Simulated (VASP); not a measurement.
# Ta in VASP: settings compared, part 2 of 2

VASP 6.6.1. The steps go on from the part before.

### Step 5. Single point, PBE

This run uses another cell than the first one, of 18.19 Å³/atom, 1.010 times its volume.

Input file INCAR:

```
SYSTEM = Ta
PREC = Accurate
ENCUT = 520
EDIFF = 1E-6
ISMEAR = -1
SIGMA = 0.05
LREAL = .False.
LASPH = .True.
NELM = 100
ALGO = Normal
ISIF = 2
LWAVE = .False.
LCHARG = .True.
GGA = PE
LELF = .True.
LVHAR = .True.
NBANDS = 12
```

Input file KPOINTS:

```
Automatic mesh
0
Gamma
  9 9 9
  0 0 0
```

Input file POSCAR:

```
Ta
1.0
   -1.6512800000      1.6512800000      1.6677928000
    1.6512800000     -1.6512800000      1.6677928000
    1.6512800000      1.6512800000     -1.6677928000
Ta
1
Direct
    0.0000000000      0.0000000000      0.0000000000
```

Launch:

```
$ cat potpaw_PBE.64/Ta_pv/POTCAR > POTCAR
$ mpirun -np 1 vasp_std > vasp.out
```

Run time: 9 s. Hardware: 1 thread of Intel Xeon Platinum 8259CL at 2.50GHz (Skylake/Cascade Lake), shared host; peak memory 0.14 GiB.

The run converged. Its results:

```
Free energy : -11.8013 eV
Pressure    : 1.5 GPa
```

Levels at points of the mesh, in eV from the Fermi level:
| k point | band 2 | band 3 | band 4 | band 5 | band 6 | band 7 | band 8 | band 9 |
| --- | --- | --- | --- | --- | --- | --- | --- | --- |
| (0.00, 0.00, 0.00) | -33.17 | -33.17 | -7.94 | 0.64 | 0.64 | 0.76 | 3.83 | 4.00 |

Caveat: spin-orbit coupling is left out, which moves the levels of the heavy elements.

### Step 6. Single point, PBE

This run uses another cell than the first one, of 18.37 Å³/atom, 1.020 times its volume.

Input file INCAR:

```
PREC     = Accurate       # precision mode
ENCUT    = 520            # plane-wave cutoff, eV
EDIFF    = 1E-7           # SCF threshold, eV
ISMEAR   = -1             # smearing method
SIGMA    = 0.05           # smearing width, eV
LREAL    = F              # projectors in reciprocal space
LASPH    = T              # aspherical terms in the spheres
NELM     = 60             # most SCF steps
ALGO     = Normal         # electronic algorithm
ISIF     = 2              # what is computed and relaxed
LWAVE    = F              # write WAVECAR
LCHARG   = F              # write CHGCAR
GGA      = PE             # functional
NBANDS   = 12             # bands
```

Input file KPOINTS:

```
Automatic mesh
0
Gamma
  9 9 9
```

Input file POSCAR:

```
Ta
1.0
   -1.6512800000      1.6512800000      1.6843056000
    1.6512800000     -1.6512800000      1.6843056000
    1.6512800000      1.6512800000     -1.6843056000
Ta
1
Direct
    0.0000000000      0.0000000000      0.0000000000
```

Potentials or basis: VASP PAW PBE potentials, release 64 (Ta_pv).

Launch:

```
$ cat potpaw_PBE.64/Ta_pv/POTCAR > POTCAR
$ mpirun -np 1 vasp_std > vasp.out
```

OUTCAR:

```text
PREC = Accurate
   ENCUT = 520
   EDIFF = 1E-7
   ISMEAR = -1
   LREAL = F
   LASPH = T
   NELM = 60
   ISIF = 2
   GGA = PE

 ion  position               nearest neighbor table
   1  0.000  0.000  0.000-

  LATTYP: Found a body centered tetragonal cell.
 ALAT       =     3.3025600000
 C/A-ratio  =     1.0200000000

  Lattice vectors:

 A1 = (  -1.6512800000,   1.6512800000,   1.6843056000)
 A2 = (   1.6512800000,  -1.6512800000,   1.6843056000)
 A3 = (   1.6512800000,   1.6512800000,  -1.6843056000)

Analysis of symmetry for initial positions (statically):
=====================================================================
 Subroutine PRICEL returns:
 Original cell was already a primitive cell.

 Routine SETGRP: Setting up the symmetry group for a
 body centered tetragonal supercell.

 Subroutine GETGRP returns: Found 16 space group operations
 (whereof 16 operations were pure point group operations)
 out of a pool of 16 trial point group operations.

The static configuration has the point symmetry D_4h.

Analysis of symmetry for dynamics (positions and initial velocities):
=====================================================================
 Subroutine PRICEL returns:
 Original cell was already a primitive cell.

 Routine SETGRP: Setting up the symmetry group for a
 body centered tetragonal supercell.

 Subroutine GETGRP returns: Found 16 space group operations
 (whereof 16 operations were pure point group operations)
 out of a pool of 16 trial point group operations.

The dynamic configuration has the point symmetry D_4h.

 Subroutine INISYM returns: Found 16 space group operations
 (whereof 16 operations are pure point group operations),
 and found     1 'primitive' translations

----------------------------------------------------------------------------------------

[... 109 lines left out ...]
     AMIX     =   0.40;   BMIX     =  1.00
     AMIX_MAG =   1.60;   BMIX_MAG =  1.00
  volume/ion in A,a.u.               =      18.37       123.97
  Fermi-wavevector in a.u.,A,eV,Ry     =   1.379849  2.607537 25.905271  1.903984
  Thomas-Fermi vector in A             =   2.504781
   LORBIT       =      0    0 simple, 1 ext, 2 COOP (PROOUT), +10 PAW based schemes
   GGA     = PE    functional components
   LHFCALC =     F    Hartree Fock is set to
   AEXX    =    0.0000 exact exchange contribution
   IVDW    =     0    specifies the selected vdW correction
   LEPSILON=     F    determine dielectric tensor
   LRPA    =     F    only Hartree local field effects (RPA)
 non-spin polarized calculation
  energy-cutoff  :      520.00
  volume of cell :       18.37
 maximum number of plane-waves:       504
 NGX is ok and might be reduce to    24
   NGX = 11   NGY = 11   NGZ = 11

 number of electron      11.0000000 magnetization

 Free energy of the ion-electron system (eV)
  ---------------------------------------------------
  ext. energy  EPLUGINS =         0.00000000
  ---------------------------------------------------
  free energy    TOTEN  =       -11.80195947 eV

  energy without entropy =      -11.78475727  energy(sigma->0) =      -11.79335837

 E-fermi :   5.3803     XC(G=0): -12.5182

 val. band max:        5.3551504342   @ k =   0.1111   0.1111  -0.0000
 cond. band min:       5.3863883736   @ k =   0.1111   0.1111  -0.0000
 fundamental gap:      0.0312379394
 Fermi energy:         5.3803258696

 k-point     1 :       0.0000    0.0000    0.0000
  band No.  band energies     occupation
      1     -27.8282      2.00000
      2     -27.8282      2.00000
      3     -27.8227      2.00000
      4      -2.5126      2.00000
      5       5.9836      0.00001
      6       5.9836      0.00001
      7       6.2219      0.00000
      8       9.0891      0.00000
      9       9.4291      0.00000
     10      19.9541      0.00000
     11      20.0138      0.00000
     12      20.3683      0.00000
[... 331 lines left out ...]
 k-point    24 :       0.4444    0.4444   -0.0000
  band No.  band energies     occupation
      1     -28.8820      2.00000
      2     -28.2310      2.00000
      3     -27.8940      2.00000
      4       1.4271      2.00000
      5       3.7718      2.00000
      6       6.2881      0.00000
      7       9.1501      0.00000
      8      10.4913      0.00000
      9      13.4706      0.00000
     10      16.1666      0.00000
     11      17.8833      0.00000
     12      19.9608      0.00000

 [... further k-points ...]
[... 5 lines left out ...]
  --------------------------------------------------------------------------------------
  -------------------------------------------------------------------------------------
  Total       -0.0254024     -0.0254024     -0.0534675      0.0000000      0.0000000      0.0000000
  in kB       -2.2154567     -2.2154567     -4.6631391      0.0000000      0.0000000      0.0000000
  external PRESSURE =      -3.0313509 kB  Pullay stress =       0.0000000 kB

 VOLUME and BASIS-vectors are now :
 -----------------------------------------------------------------------------
  energy-cutoff  :      520.00
  volume of cell :       18.37
      direct lattice vectors                 reciprocal lattice vectors
    -1.651280000  1.651280000  1.684305600     0.000000000  0.302795407  0.296858242
     1.651280000 -1.651280000  1.684305600     0.302795407  0.000000000  0.296858242
     1.651280000  1.651280000 -1.684305600     0.302795407  0.302795407  0.000000000

 POSITION                                       TOTAL-FORCE (eV/Angst)
 -----------------------------------------------------------------------------------
      0.00000      0.00000      0.00000         0.000000      0.000000     -0.000000
 -----------------------------------------------------------------------------------
    total drift:                               -0.000000      0.000000      0.000000

  FREE ENERGIE OF THE ION-ELECTRON SYSTEM (eV)
  ---------------------------------------------------
  free  energy   TOTEN  =       -11.8019594721 eV

  energy  without entropy=      -11.7847572734  energy(sigma->0) =      -11.79335837
```

OSZICAR:

```text
N       E                     dE             d eps       ncg     rms          rms(c)
DAV:   1     0.593094076210E+02    0.59309E+02   -0.60951E+03  1800   0.876E+02
DAV:   2    -0.112550155242E+02   -0.70564E+02   -0.68837E+02  2004   0.243E+02
DAV:   3    -0.122880368278E+02   -0.10330E+01   -0.10253E+01  2136   0.276E+01
DAV:   4    -0.122910531334E+02   -0.30163E-02   -0.30161E-02  2020   0.163E+00
DAV:   5    -0.122910643083E+02   -0.11175E-04   -0.11174E-04  2128   0.918E-02    0.130E+01
DAV:   6    -0.119112455992E+02    0.37982E+00   -0.30305E-01  2128   0.599E+00    0.625E+00
DAV:   7    -0.118031609547E+02    0.10808E+00   -0.27453E-01  2040   0.521E+00    0.399E-01
DAV:   8    -0.118020480062E+02    0.11129E-02   -0.72178E-03  1992   0.813E-01    0.298E-01
DAV:   9    -0.118019683318E+02    0.79674E-04   -0.23491E-04  2112   0.164E-01    0.295E-02
DAV:  10    -0.118019593260E+02    0.90058E-05   -0.53832E-06  2024   0.224E-02    0.261E-03
DAV:  11    -0.118019595461E+02   -0.22008E-06   -0.99545E-08  1788   0.328E-03    0.551E-04
DAV:  12    -0.118019594721E+02    0.74031E-07   -0.77897E-09  1124   0.103E-03
   1 F= -.11801959E+02 E0= -.11793358E+02  d E =-.172022E-01
```

Run time: 9.3 s. Hardware: 1 thread of Intel Xeon Platinum 8259CL at 2.50GHz (Skylake/Cascade Lake), shared host; peak memory 0.15 GiB.

What came out:

```
Free energy : -11.8020 eV
Pressure    : -0.3 GPa
```

Levels at points of the mesh, in eV from the Fermi level:
```tsv
k point	band 3	band 4	band 5	band 6	band 7	band 8
(0.00, 0.00, 0.00)	-33.20	-7.89	0.60	0.60	0.84	3.71
```

Caveat: spin-orbit coupling is left out, which moves the levels of the heavy elements.

### Step 7. The runs side by side

| task | level | cell | k mesh | cutoff (eV) | gap on the mesh (eV) | pressure (GPa) | relaxed volume (Å³/atom) |
| --- | --- | --- | --- | --- | --- | --- | --- |
| relaxation of cell and atoms | revPBE+D4 | relaxed from a = 2.860 Å, angles 109.5°, 1 atom | 11 × 11 × 11 | 600 | none | 0.0 | 18.14 |
| relaxation of cell and atoms | revPBE | relaxed from a = 2.860 Å, angles 109.5°, 1 atom | 11 × 11 × 11 | 600 | none | -0.1 | 18.50 |
| single point | PBE | a = 2.860 Å, angles 109.5°, 1 atom | 9 × 9 × 9 | 520 | none | 3.3 | - |
| single point | PBE | a = 2.870 Å, angles 109.7, 109.7, 108.9°, 1 atom | 9 × 9 × 9 | 520 | none | 1.5 | - |
| single point | PBE | a = 2.879 Å, angles 110.0, 110.0, 108.4°, 1 atom | 9 × 9 × 9 | 520 | none | -0.3 | - |

Alike in all rows: potentials or basis VASP PAW PBE potentials, release 64 (Ta_pv); no spin polarisation; smearing fermi-dirac 0.05 eV.

Caveats: spin-orbit coupling is left out, which moves the levels of the heavy elements; the PAW data sets were made with another functional, which shifts forces and pressure a little (some runs); pairwise dispersion overbinds metals, which lowers pressure and volume (some runs).

Absolute energies hang on the potentials; compare differences alone.
